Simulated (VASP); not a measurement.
WS3:

```
W S
1.0
     4.79582    0.00000    0.00000
     0.00000    4.79582    0.00000
     0.00000    0.00000    4.79582
W S
1 3
Direct
  0.00000 0.00000 0.00000
  0.00000 0.00000 0.50000
  0.00000 0.50000 0.00000
  0.50000 0.00000 0.00000
```

| Item | Value |
| --- | --- |
| Program | VASP 6.6.1 |
| Task | relaxation of cell and atoms |
| Functional | PBEsol |
| Potentials or basis | VASP PAW PBE potentials, release 64 (W_sv, S) |
| Cutoff | 600 eV |
| k mesh | 4 × 4 × 4 |
| Occupations | gaussian, width 0.1 eV |
| Spin | no spin polarisation |

At the start: pressure -8.4 GPa; volume 27.58 Å³/atom.

Question: How do energy, volume and symmetry change on relaxing?

Answer: Over 3 steps the energy falls by 75.7 meV/atom and the volume is 24.99 Å³/atom (-9.4 %); space group Pm-3m (No. 221, to 0.05 Å).

Step by step:
| step | energy change (eV) | largest force (eV/Å) | pressure (GPa) | volume (Å³) |
| --- | --- | --- | --- | --- |
| 1 | 0.0000 | 0.0000 | -8.37 | 110.30 |
| 2 | 0.1679 | 0.0000 | 15.42 | 88.88 |
| 3 | -0.3029 | 0.0000 | -0.26 | 99.98 |

Final structure:
```
CELL_PARAMETERS angstrom
4.64123 0.00000 0.00000
0.00000 4.64123 0.00000
0.00000 0.00000 4.64123
ATOMIC_POSITIONS crystal
W 0.00000 0.00000 0.00000
S 0.00000 0.00000 0.50000
S 0.00000 0.50000 0.00000
S 0.50000 0.00000 0.00000
```

Caveat: the PAW data sets were made with another functional, which shifts forces and pressure a little.
